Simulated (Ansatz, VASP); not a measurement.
**Two plane-wave programs on PbSe**

```xyz
2
Lattice="-0.0843 3.3201 3.0671 3.3201 -0.0843 3.0671 3.2358 3.2358 0.0000" Properties=species:S:1:pos:R:3 pbc="T T T"
Pb    0.0000    0.0000    0.0000
Se    3.2358    3.2358    3.0671
```

Change from the starting cell: engineering shear strain xy -0.0550, equal normal strain along x and y +0.0825.

Alike in both runs: task single point; functional PBE; dispersion D3(BJ); k mesh 10 × 10 × 10; occupations gaussian, width 0.03 eV; no spin polarisation.

```csv
,VASP,Ansatz
version,VASP 6.6.1,Ansatz 0.2.0
potentials or method,"VASP PAW PBE potentials, release 64 (Pb_d, Se), cutoff 520 eV","scalar-relativistic, plane waves, PAW"
valence electrons in the cell,20,30
```

|  | VASP | Ansatz | Ansatz less VASP |
| --- | --- | --- | --- |
| gap on the k mesh at the Fermi level (eV) | 0.42 | 0.42 | -0.003 |
| least direct gap on the mesh (eV) | 0.49 | 0.48 | -0.003 |
| pressure (GPa) | -4.9 | -4.8 | +0.02 |
| traceless stress, the component that is largest in VASP (GPa) | 3.51 | 3.50 | -0.011 |

VASP's potentials hold 20 valence electrons a cell and Ansatz's 30, so a difference there can come from the potentials and not from the codes.

Spin-orbit coupling is off throughout.
